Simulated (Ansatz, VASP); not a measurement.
## SbSe2: VASP beside Ansatz

INCAR

```
SYSTEM = SbSe2
PREC = Accurate
ENCUT = 520
EDIFF = 1E-7
ISMEAR = 0
SIGMA = 0.1
LREAL = .False.
LASPH = .True.
NELM = 80
ALGO = Normal
ISIF = 2
LWAVE = .False.
LCHARG = .False.
GGA = PE
NBANDS = 16
```

KPOINTS

```
regular mesh
0
Gamma
  4 4 4
  0 0 0
```

File POSCAR:

```
SbSe2
1.0
    0.0000000000      3.5703605200      3.5703605200
    3.5703605200      0.0000000000      3.5703605200
    3.5703605200      3.5703605200      0.0000000000
Sb Se
1 2
Direct
    0.0000000000      0.0000000000      0.0000000000
    0.2500000000      0.2500000000      0.2500000000
    0.7500000000      0.7500000000      0.7500000000
```

Input for Ansatz:

```yaml
crystal:
  lattice:
    - [0.0, 3.57036052, 3.57036052]
    - [3.57036052, 0.0, 3.57036052]
    - [3.57036052, 3.57036052, 0.0]
  atoms:
    - { symbol: Sb, position: [0.0, 0.0, 0.0] }
    - { symbol: Se, position: [0.25, 0.25, 0.25] }
    - { symbol: Se, position: [0.75, 0.75, 0.75] }
basis:
  ecutwfc: 420
kpoints:
  mp_grid: { grid: [4, 4, 4] }
hamiltonian:
  xc: pbe
scf:
  occupations: { method: gaussian, width: 0.1 }
  lower_state_search: "off"
output:
  forces: true
  stress: true
  eigenvalues: true
```

Change from the starting cell: species swapped into the Al2Au type (Fm-3m, No. 225).

Alike in both runs: task single point; functional PBE; k mesh 4 × 4 × 4; occupations gaussian, width 0.1 eV; no spin polarisation.

```csv
,VASP,Ansatz
version,VASP 6.6.1,Ansatz 0.2.0
potentials or method,"VASP PAW PBE potentials, release 64 (Sb, Se), cutoff 520 eV","scalar-relativistic, plane waves, PAW"
valence electrons in the cell,17,47
```

|  | VASP | Ansatz | Ansatz less VASP |
| --- | --- | --- | --- |
| gap on the k mesh at the Fermi level (eV) | none | none | - |
| pressure (GPa) | -4.5 | -4.4 | +0.08 |

A gap of «none» marks a metal or a gap that the smearing closes. VASP's potentials hold 17 valence electrons a cell and Ansatz's 47, so a difference there can come from the potentials and not from the codes.

The k mesh is coarse, so the values compare programs but aren't converged. Spin-orbit coupling is off throughout.
